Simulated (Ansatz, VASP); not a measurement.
# Two plane-wave programs on MgHgSe2

```
Mg Se Hg
1.0
     4.39704    0.00000    0.00000
     0.00000    4.39704    0.00000
     0.00000    0.00000    6.11618
Mg Se Hg
1 2 1
Direct
  0.00000 0.00000 0.00000
  0.00000 0.50000 0.23519
  0.50000 0.00000 0.76481
  0.50000 0.50000 0.50000
```

Alike in both runs: task single point; functional PBE; k mesh 6 × 6 × 4; no spin polarisation.

|  | VASP | Ansatz |
| --- | --- | --- |
| version | VASP 6.6.1 | Ansatz 0.2.0 |
| potentials or method | VASP PAW PBE potentials, release 64 (Mg, Se, Hg) | plane waves, PAW |
| plane-wave cutoff (eV) | 520 | 420 |
| occupations | gaussian, width 0.01 eV | fixed |
| valence electrons in the cell | 26 | 62 |

```tsv
	VASP	Ansatz	Ansatz less VASP
gap on the k mesh at the Fermi level (eV)	0.49	0.50	+0.004
pressure (GPa)	-1.1	-1.2	-0.06
rms of the force components (eV/Å)	0.006	0.006	+0.0001
```

VASP's potentials hold 26 valence electrons a cell and Ansatz's 62, so a difference there can come from the potentials and not from the codes.

Neither program's run includes spin-orbit coupling.
